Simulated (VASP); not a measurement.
# Al (P6_3/mmc) in VASP: further runs, part 2 of 2

VASP 6.6.1.

### 4 Single point, PBEsol (strain +0.050 along x and y, -0.050 along z)

File INCAR:

```
PREC = Accurate
ENCUT = 520
EDIFF = 1E-7
ISMEAR = 0
SIGMA = 0.15
LREAL = F
LASPH = T
NELM = 80
ALGO = Fast
ISIF = 2
LWAVE = F
LCHARG = F
GGA = PS
NBANDS = 10
```

File KPOINTS:

```
Automatic mesh
0
Gamma
  24 24 14
```

File POSCAR:

```
Al
1.0
    2.9925736898      0.0000000000      0.0000000000
   -1.4962868449      2.5916448380      0.0000000000
    0.0000000000      0.0000000000      4.4054504657
Al
2
Direct
    0.6666666667      0.3333333333      0.7500000000
    0.3333333333      0.6666666667      0.2500000000
```

Potentials or basis: VASP PAW PBE potentials, release 64 (Al).

Launch:

```bash
> cat potpaw_PBE.64/Al/POTCAR > POTCAR
> mpirun -np 1 vasp_std > vasp.out
```

OUTCAR:

```text
PREC = Accurate
   ENCUT = 520
   EDIFF = 1E-7
   ISMEAR = 0
   LREAL = F
   LASPH = T
   NELM = 80
   ISIF = 2
   GGA = PS

 ion  position               nearest neighbor table
   1  0.667  0.333  0.750-   2 2.80   2 2.80   2 2.80   2 2.80   2 2.80   2 2.80
   2  0.333  0.667  0.250-   1 2.80   1 2.80   1 2.80   1 2.80   1 2.80   1 2.80

  LATTYP: Found a hexagonal cell.
 ALAT       =     2.9925736898
 C/A-ratio  =     1.4721276474

  Lattice vectors:

 A1 = (   2.9925736898,   0.0000000000,   0.0000000000)
 A2 = (  -1.4962868449,   2.5916448380,   0.0000000000)
 A3 = (   0.0000000000,   0.0000000000,   4.4054504657)

Analysis of symmetry for initial positions (statically):
=====================================================================
 Subroutine PRICEL returns:
 Original cell was already a primitive cell.

 Routine SETGRP: Setting up the symmetry group for a
 hexagonal supercell.

 Subroutine GETGRP returns: Found 24 space group operations
 (whereof 12 operations were pure point group operations)
 out of a pool of 24 trial point group operations.

The static configuration has the point symmetry D_3d.
 The point group associated with its full space group is D_6h.

Analysis of symmetry for dynamics (positions and initial velocities):
=====================================================================
 Subroutine PRICEL returns:
 Original cell was already a primitive cell.

 Routine SETGRP: Setting up the symmetry group for a
 hexagonal supercell.

 Subroutine GETGRP returns: Found 24 space group operations
 (whereof 12 operations were pure point group operations)
 out of a pool of 24 trial point group operations.

The dynamic configuration has the point symmetry D_3d.
 The point group associated with its full space group is D_6h.

 Subroutine INISYM returns: Found 24 space group operations
 (whereof 12 operations are pure point group operations),
 and found     1 'primitive' translations

----------------------------------------------------------------------------------------

                                     Primitive cell

  volume of cell :      34.1673

  direct lattice vectors                    reciprocal lattice vectors
     2.992573690  0.000000000  0.000000000     0.334160527  0.192927670  0.000000000
    -1.496286845  2.591644838  0.000000000     0.000000000  0.385855340  0.000000000
     0.000000000  0.000000000  4.405450466     0.000000000  0.000000000  0.226991543

  length of vectors
     2.992573690  2.992573690  4.405450466     0.385855340  0.385855340  0.226991543

  position of ions in fractional coordinates (direct lattice)
     0.666666667  0.333333333  0.750000000
     0.333333333  0.666666667  0.250000000

  ion indices of the primitive-cell ions
   primitive index   ion index
                 1           1
                 2           2

----------------------------------------------------------------------------------------

 KPOINTS: Automatic mesh

Automatic generation of k-mesh.
 Grid dimensions read from file:
 generate k-points for:   24   24   14

 Generating k-lattice:

  Cartesian coordinates                     Fractional coordinates (reciprocal lattice)
     0.013923355  0.008038653  0.000000000     0.041666667  0.000000000  0.000000000
     0.000000000  0.016077306  0.000000000     0.000000000  0.041666667  0.000000000
     0.000000000  0.000000000  0.016213682     0.000000000  0.000000000  0.071428571

  Length of vectors
     0.016077306  0.016077306  0.016213682

  Shift w.r.t. Gamma in fractional coordinates (k-lattice)
     0.000000000  0.000000000  0.000000000

 Subroutine IBZKPT returns following result:
 ===========================================

 Found    488 irreducible k-points:

 Following reciprocal coordinates:
            Coordinates               Weight
  0.000000  0.000000  0.000000      1.000000
  0.041667  0.000000  0.000000      6.000000
  0.083333  0.000000  0.000000      6.000000
  0.125000  0.000000  0.000000      6.000000
  0.166667  0.000000  0.000000      6.000000
  0.208333  0.000000  0.000000      6.000000
[... 16 lines left out ...]
  0.416667  0.041667  0.000000     12.000000
  0.458333  0.041667  0.000000     12.000000
 [... further k-points ...]
   k-points           NKPTS =    488   k-points in BZ     NKDIM =    488   number of bands    NBANDS=     10
   number of dos      NEDOS =    301   number of ions     NIONS =      2
   total plane-waves  NPLWV =  20736
   dimension x,y,z NGX =    24 NGY =   24 NGZ =   36
   dimension x,y,z NGXF=    48 NGYF=   48 NGZF=   72
   ions per type =               2
   NGX,Y,Z   is equivalent  to a cutoff of  13.33, 13.33, 13.59 a.u.
   NGXF,Y,Z  is equivalent  to a cutoff of  26.67, 26.67, 27.17 a.u.
 SYSTEM =  unknown system
   PREC   = accura    normal or accurate (medium, high low for compatibility)
   ISTART =      0    job   : 0-new  1-cont  2-samecut
   ICHARG =      2    charge: 1-file 2-atom 10-const
   ISPIN  =      1    spin polarized calculation?
   LNONCOLLINEAR =      F non collinear calculations
   LSORBIT =      F    spin-orbit coupling
   LASPH  =      T    aspherical Exc in radial PAW
   ENCUT  =  520.0 eV  38.22 Ry    6.18 a.u.   5.56  5.56  8.19*2*pi/ulx,y,z
   NELM   =     80;   NELMIN=  2; NELMDL= -5     # of ELM steps
   EDIFF  = 0.1E-06   stopping-criterion for ELM
   LREAL  =      F    real-space projection
   EDIFFG = 0.1E-05   stopping-criterion for IOM
   NSW    =      0    number of steps for IOM
   IBRION =     -1    ionic relax: 0-MD 1-quasi-New 2-CG
   NFREE  =      0    steps in history (QN), initial steepest desc. (CG)
   ISIF   =      2    stress and relaxation
   ISYM   =      2    0-nonsym 1-usesym 2-fastsym
   POTIM  = 0.5000    time-step for ionic-motion
   TEBEG  =    0.0;   TEEND  =   0.0 temperature during run
   PSTRESS=    0.0 pullay stress
   NELECT =       6.0000    total number of electrons
   NUPDOWN=      -1.0000    fix difference up-down
   EMIN   =  10.00;   EMAX   =-10.00  energy-range for DOS
   EFERMI =   0.00;   METHOD = LEGACY
   ISMEAR =     0;   SIGMA  =   0.15  broadening in eV -4-tet -1-fermi 0-gaus
   EFERMI_NEDOS =   21; number of points for ismear=-14 and -15
   IALGO  =     68    algorithm
   IMIX   =      4    mixing-type and parameters
     AMIX     =   0.40;   BMIX     =  1.00
     AMIX_MAG =   1.60;   BMIX_MAG =  1.00
  volume/ion in A,a.u.               =      17.08       115.29
  Fermi-wavevector in a.u.,A,eV,Ry     =   0.916759  1.732423 11.434968  0.840446
  Thomas-Fermi vector in A             =   2.041651
   LORBIT       =      0    0 simple, 1 ext, 2 COOP (PROOUT), +10 PAW based schemes
   GGA     = PS    functional components
   LHFCALC =     F    Hartree Fock is set to
   AEXX    =    0.0000 exact exchange contribution
   IVDW    =     0    specifies the selected vdW correction
   LEPSILON=     F    determine dielectric tensor
   LRPA    =     F    only Hartree local field effects (RPA)
 non-spin polarized calculation
 RMM-DIIS sequential band-by-band and
 Gauss-broadening in eV      SIGMA  =   0.15
  energy-cutoff  :      520.00
  volume of cell :       34.17
 maximum number of plane-waves:       946
 NGX is ok and might be reduce to    24
   NGX = 11   NGY = 11   NGZ = 17

 number of electron       6.0000000 magnetization

 Free energy of the ion-electron system (eV)
  ---------------------------------------------------
  ext. energy  EPLUGINS =         0.00000000
  ---------------------------------------------------
  free energy    TOTEN  =        -8.05564163 eV

  energy without entropy =       -8.04519370  energy(sigma->0) =       -8.05041767

 E-fermi :   7.5931     XC(G=0): -10.1269

 val. band max:        7.5874271260   @ k =   0.0000   0.0000   0.2143
 cond. band min:       7.5942446949   @ k =   0.4167   0.0833   0.2143
 fundamental gap:      0.0068175688
 Fermi energy:         7.5931392695

 k-point     1 :       0.0000    0.0000    0.0000
  band No.  band energies     occupation
      1      -3.3098      2.00000
      2       3.7509      2.00000
      3       4.5459      2.00000
      4      16.2291      0.00000
      5      16.2291      0.00000
      6      17.0854      0.00000
      7      17.0854      0.00000
      8      19.7894      0.00000
      9      19.8068      0.00000
     10      22.1523      0.00000
[... 287 lines left out ...]
 k-point    24 :       0.4583    0.0417    0.0000
  band No.  band energies     occupation
      1       1.6429      2.00000
      2       2.6188      2.00000
      3       8.2184      0.00000
      4       9.4048      0.00000
      5       9.5588      0.00000
      6      10.2068      0.00000
      7      11.3994      0.00000
      8      14.3774      0.00000
      9      17.6993      0.00000
     10      18.2911      0.00000

 [... further k-points ...]
[... 5 lines left out ...]
  --------------------------------------------------------------------------------------
  -------------------------------------------------------------------------------------
  Total       -0.8886138     -0.8886138      0.3080828      0.0000000      0.0000000      0.0000000
  in kB      -41.6689880    -41.6689880     14.4466564      0.0000000      0.0000000      0.0000000
  external PRESSURE =     -22.9637732 kB  Pullay stress =       0.0000000 kB

 VOLUME and BASIS-vectors are now :
 -----------------------------------------------------------------------------
  energy-cutoff  :      520.00
  volume of cell :       34.17
      direct lattice vectors                 reciprocal lattice vectors
     2.992573690  0.000000000  0.000000000     0.334160527  0.192927670  0.000000000
    -1.496286845  2.591644838  0.000000000     0.000000000  0.385855340  0.000000000
     0.000000000  0.000000000  4.405450466     0.000000000  0.000000000  0.226991543

 POSITION                                       TOTAL-FORCE (eV/Angst)
 -----------------------------------------------------------------------------------
      1.49629      0.86388      3.30409         0.000000     -0.000000      0.000000
     -0.00000      1.72776      1.10136        -0.000000      0.000000      0.000000
 -----------------------------------------------------------------------------------
    total drift:                               -0.000000      0.000000     -0.000000

  FREE ENERGIE OF THE ION-ELECTRON SYSTEM (eV)
  ---------------------------------------------------
  free  energy   TOTEN  =        -8.0556416331 eV

  energy  without entropy=       -8.0451937032  energy(sigma->0) =       -8.05041767
```

OSZICAR:

```text
N       E                     dE             d eps       ncg     rms          rms(c)
DAV:   1    -0.104957221888E+01   -0.10496E+01   -0.23122E+03  9768   0.473E+02
DAV:   2    -0.796137439073E+01   -0.69118E+01   -0.66578E+01 12870   0.526E+01
DAV:   3    -0.811444865271E+01   -0.15307E+00   -0.15211E+00 12748   0.634E+00
DAV:   4    -0.811507856280E+01   -0.62991E-03   -0.62985E-03 11982   0.463E-01
DAV:   5    -0.811508371621E+01   -0.51534E-05   -0.51534E-05 11860   0.415E-02    0.189E+00
RMM:   6    -0.807928167129E+01    0.35802E-01   -0.37802E-03  9890   0.321E-01    0.109E+00
RMM:   7    -0.805569380073E+01    0.23588E-01   -0.10247E-02 10236   0.520E-01    0.158E-01
RMM:   8    -0.805563748798E+01    0.56313E-04   -0.42148E-04 10756   0.132E-01    0.249E-02
RMM:   9    -0.805564455754E+01   -0.70696E-05   -0.68629E-05 11271   0.585E-02    0.247E-02
RMM:  10    -0.805564688929E+01   -0.23317E-05   -0.86846E-06 11364   0.205E-02    0.115E-01
RMM:  11    -0.805564227984E+01    0.46094E-05   -0.22587E-06 11365   0.803E-03    0.242E-02
RMM:  12    -0.805564170889E+01    0.57096E-06   -0.64331E-07 11056   0.515E-03    0.607E-03
RMM:  13    -0.805564163308E+01    0.75808E-07   -0.11685E-07  9165   0.200E-03
   1 F= -.80556416E+01 E0= -.80504177E+01  d E =-.104479E-01
```

Wall time 3 min (1 thread of Intel Xeon 8259CL, shared host); peak memory 0.25 GiB.

Results:

```yaml
Free_energy: -8.0556 eV
Pressure: -2.3 GPa
Band_gap_on_the_k_mesh: zero (bands 3 and 4 overlap by 8.91 eV)
```

Stress tensor (GPa, compression positive):
```
-4.17  0.00  0.00
 0.00 -4.17  0.00
 0.00  0.00  1.44
```

Caveat: the cell differs from its parent crystal (strain +0.050 along x and y, -0.050 along z); the PAW data sets were made with another functional, which shifts forces and pressure a little.

### 5 Single point, PBEsol (strain +0.025 along x and y, +0.000 along z)

File INCAR:

```
PREC = Accurate
ENCUT = 520
EDIFF = 1E-6
ISMEAR = 0
SIGMA = 0.15
LREAL = False
LASPH = True
NELM = 100
ALGO = Fast
ISIF = 2
LWAVE = False
LCHARG = True
GGA = PS
LELF = True
LVHAR = True
NBANDS = 10
```

KPOINTS is that of step 4.

File POSCAR:

```
Al
1.0
    2.9213219352      0.0000000000      0.0000000000
   -1.4606609676      2.5299390086      0.0000000000
    0.0000000000      0.0000000000      4.6373162797
Al
2
Direct
    0.6666666667      0.3333333333      0.7500000000
    0.3333333333      0.6666666667      0.2500000000
```

Launch:

```bash
> cat potpaw_PBE.64/Al/POTCAR > POTCAR
> mpirun -np 1 vasp_std > vasp.out
```

It took 2.4 min on 1 thread of Intel Xeon 8259CL, shared host; peak memory 0.26 GiB.

It converged, with:

* Free energy: -8.0986 eV
* Pressure: -3.3 GPa
* Band gap on the k mesh: zero (bands 3 and 4 overlap by 7.75 eV)

Stress tensor (GPa, compression positive):
```
-4.02  0.00  0.00
 0.00 -4.02  0.00
 0.00  0.00 -1.97
```

Levels at points of the mesh, in eV from the Fermi level:
```
           k point  band 1  band 2  band 3  band 4  band 5  band 6  band 7  band 8
(0.00, 0.00, 0.00)  -10.87   -4.28   -3.98    9.80    9.80   10.40   10.40   12.16
(0.50, 0.00, 0.00)   -5.35   -5.06    0.63    1.34    1.60    1.87    5.09    6.81
(0.00, 0.00, 0.50)   -9.16   -9.16    3.89    3.89   11.17   11.17   11.17   11.17
(0.50, 0.00, 0.50)   -3.85   -3.85   -3.21   -3.21    6.57    6.57    7.49    7.49
```

Caveat: the cell differs from its parent crystal (strain +0.025 along x and y, +0.000 along z); the cell stands under tension; the PAW data sets were made with another functional, which shifts forces and pressure a little.

### 6 Overview

| cell | further INCAR settings | gap on the mesh (eV) | pressure (GPa) |
| --- | --- | --- | --- |
| a = 2.921, b = 2.921, c = 4.521 Å, angles 90.0, 90.0, 120.0°, 2 atoms | ALGO = Fast; EDIFF = 1e-07; NBANDS = 10 | none | -1.5 |
| a = 2.850, b = 2.850, c = 4.869 Å, angles 90.0, 90.0, 120.0°, 2 atoms | ALGO = Fast; EDIFF = 1e-06; NBANDS = 10 | none | -3.3 |
| a = 2.993, b = 2.993, c = 4.405 Å, angles 90.0, 90.0, 120.0°, 2 atoms | ALGO = Fast; EDIFF = 1e-07; NBANDS = 10 | none | -2.3 |
| a = 2.921, b = 2.921, c = 4.637 Å, angles 90.0, 90.0, 120.0°, 2 atoms | ALGO = Fast; EDIFF = 1e-06; NBANDS = 10 | none | -3.3 |

Alike in all rows: task single point; level PBEsol; potentials or basis VASP PAW PBE potentials, release 64 (Al); no spin polarisation; k mesh 24 × 24 × 14; cutoff (eV) 520; smearing gaussian 0.15 eV.

Caveats: the PAW data sets were made with another functional, which shifts forces and pressure a little; the cell stands under tension (at least some runs).

Absolute energies hang on the potentials; compare differences alone.
